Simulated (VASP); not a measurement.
Here is a VASP 6.6.1 calculation.

Contents of INCAR:

```
SYSTEM = Cu
  PREC = Accurate
  ENCUT = 520
  EDIFF = 1E-6
  ISMEAR = -1
  SIGMA = 0.1
  LREAL = .False.
  LASPH = .True.
  NELM = 100
  ALGO = Normal
  ISIF = 2
  LWAVE = .False.
  LCHARG = .False.
  GGA = RE
  NBANDS = 18
```

KPOINTS

```
regular mesh
0
Gamma
  11 11 11
  0 0 0
```

File POSCAR:

```
Cu
1.0
    0.0000000000      2.7090529346      2.7090529346
    2.7090529346      0.0000000000      2.7090529346
    2.7090529346      2.7090529346      0.0000000000
Cu
2
Direct
    0.1250000000      0.1250000000      0.1250000000
    0.8750000000      0.8750000000      0.8750000000
```

Potentials or basis: VASP PAW PBE potentials, release 64 (Cu).

Command:

```console
$ cat potpaw_PBE.64/Cu/POTCAR > POTCAR
$ mpirun -np 1 vasp_std > vasp.out
```

**Question.** Predict the band gap on the k mesh.

**Answer.** Zero (band 11 reaches 2.97 eV, above the bottom of band 12 at 2.28 eV).

**Question.** Predict the pressure.

**Answer.** 0.0 GPa.

Caveat: the PAW data sets were made with another functional, which shifts forces and pressure a little.
